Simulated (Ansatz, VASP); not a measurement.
**Two plane-wave programs on Mg2C3**

The input POSCAR:

```
Mg2C3
1.0
    2.3870223790     -2.3394118729     -0.0063441741
    2.3870223790      2.3394118729     -0.0063441741
   -1.2253611782      0.0000000000      4.8584158892
Mg C
2 3
Direct
    0.8082382625      0.8082382625      0.1984312469
    0.1917617375      0.1917617375      0.8015687531
    0.3198895615      0.3198895615      0.2615056059
    0.7115514125      0.7115514125      0.7385765061
    0.5157204870      0.5157204870      0.5000410560
```

The input INCAR.step1:

```
  PREC = Accurate
  ENCUT = 520
  ISMEAR = 0
  SIGMA = 0.05
  LREAL = False
  LASPH = True
  NELM = 60
  NBANDS = 16
  GGA = PE
  ALGO = Normal
  EDIFF = 1E-4
  LWAVE = True
  LCHARG = False
```

Contents of INCAR.step2:

```
  PREC = Accurate
  ENCUT = 520
  EDIFF = 1E-6
  ISMEAR = 0
  SIGMA = 0.05
  LREAL = False
  LASPH = True
  NELM = 60
  ALGO = Normal
  ISIF = 2
  LWAVE = False
  LCHARG = False
  METAGGA = R2SCAN
  LMIXTAU = True
  NBANDS = 16
  ISTART = 1
```

File KPOINTS:

```
Automatic mesh
0
Gamma
  8 8 6
```

Input for Ansatz:

```yaml
crystal:
  lattice:
    - [2.387022379, -2.3394118729, -0.0063441741]
    - [2.387022379, 2.3394118729, -0.0063441741]
    - [-1.2253611782, 0.0, 4.8584158892]
  atoms:
    - { symbol: Mg, position: [0.8082382625, 0.8082382625, 0.1984312469] }
    - { symbol: Mg, position: [0.1917617375, 0.1917617375, 0.8015687531] }
    - { symbol: C, position: [0.3198895615, 0.3198895615, 0.2615056059] }
    - { symbol: C, position: [0.7115514125, 0.7115514125, 0.7385765061] }
    - { symbol: C, position: [0.515720487, 0.515720487, 0.500041056] }
basis:
  ecutwfc: 500
kpoints:
  mp_grid: { grid: [8, 8, 6] }
hamiltonian:
  xc: r2scan
scf:
  occupations: { method: gaussian, width: 0.05 }
output:
  forces: true
  stress: true
  eigenvalues: true
```

Change from the starting cell: all C atoms moved +0.075 Å, as atom 3 along Cartesian [1 0 0].

Alike in both runs: task single point; functional r2SCAN; k mesh 8 × 8 × 6; occupations gaussian, width 0.05 eV; no spin polarisation.

|  | VASP | Ansatz |
| --- | --- | --- |
| version | VASP 6.6.1 | Ansatz 0.2.0 |
| potentials or method | VASP PAW PBE potentials, release 64 (Mg, C), cutoff 520 eV | scalar-relativistic, plane waves, PAW |
| valence electrons in the cell | 16 | 32 |

|  | VASP | Ansatz | Ansatz less VASP |
| --- | --- | --- | --- |
| gap on the k mesh at the Fermi level (eV) | 1.88 | 1.87 | -0.008 |
| least direct gap on the mesh (eV) | 2.65 | 2.65 | 0.000 |
| pressure (GPa) | -0.1 | 0.2 | +0.30 |
| traceless stress, the component that is largest in VASP (GPa) | -0.62 | -0.32 | +0.298 |
| rms of the force components (eV/Å) | 0.155 | 0.153 | -0.0027 |

VASP's potentials were made for PBE, not for r2SCAN. Atom by atom the forces differ by 0.042 eV/Å (rms over components). VASP's potentials hold 16 valence electrons a cell and Ansatz's 32, so a difference there can come from the potentials and not from the codes.
